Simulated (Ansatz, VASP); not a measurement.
**Sb: VASP beside Ansatz**

```
Sb
1.0
     3.98731    0.00000    0.00000
    -1.99366    3.45311    0.00000
     0.00000    0.00000   28.00000
Sb
2
Direct
  0.33333 0.66667 0.52999
  0.66667 0.33333 0.47001
```

Change from the starting cell: biaxial strain -0.020, atoms relaxed.

Alike in both runs: functional PBE; dispersion D3(BJ); k mesh 9 × 9 × 1; occupations gaussian, width 0.02 eV; no spin polarisation.

Ansatz relaxed the structure, and its values are those at the end. VASP's run is a single point on that final structure, the one shown.

```csv
,VASP,Ansatz
version,VASP 6.6.1,Ansatz 0.2.0
potentials or method,"VASP PAW PBE potentials, release 64 (Sb_d_GW), cutoff 400 eV","scalar-relativistic, plane waves, PAW"
valence electrons in the cell,30,30
```

|  | VASP | Ansatz | Ansatz less VASP |
| --- | --- | --- | --- |
| gap on the k mesh at the Fermi level (eV) | 0.94 | 0.94 | -0.002 |
| least direct gap on the mesh (eV) | 1.77 | 1.77 | -0.001 |
| rms of the force components (eV/Å) | 0.004 | 0.005 | +0.0014 |

Ansatz's warnings: stress scf threshold loose.

Neither program's run includes spin-orbit coupling.
